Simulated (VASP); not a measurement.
Here is a VASP 6.6.1 calculation.

Contents of INCAR:

```
SYSTEM = Sr
PREC = Accurate
ENCUT = 520
EDIFF = 1E-6
ISMEAR = -1
SIGMA = 0.05
LREAL = .False.
LASPH = .True.
NELM = 100
ALGO = Normal
ISIF = 2
LWAVE = .False.
LCHARG = .True.
GGA = PE
LELF = .True.
LVHAR = .True.
NBANDS = 17
```

The input KPOINTS:

```
Automatic mesh
0
Gamma
  14 14 8
  0 0 0
```

The input POSCAR:

```
Sr
1.0
    3.2691896275      0.0000000000      0.0000000000
   -1.6345948138      2.8312012672      0.0000000000
    0.0000000000      0.0000000000      4.9683194354
Sr
2
Direct
    0.3333333333      0.6666666667      0.2500000000
    0.6666666667      0.3333333333      0.7500000000
```

Potentials or basis: VASP PAW PBE potentials, release 64 (Sr_sv).

Run with:

```sh
$ cat potpaw_PBE.64/Sr_sv/POTCAR > POTCAR
$ mpirun -np 1 vasp_std > vasp.out
```

**Question.** Estimate the band gap on the k mesh.

**Answer.** Zero (bands 10 and 11 overlap by 1.16 eV).

**Question.** What does it give for the pressure?

**Answer.** 33.5 GPa.

Stress tensor (GPa, compression positive):
```
33.51  0.00  0.00
 0.00 33.51  0.00
 0.00  0.00 33.61
```

Caveat: the cell stands under pressure.
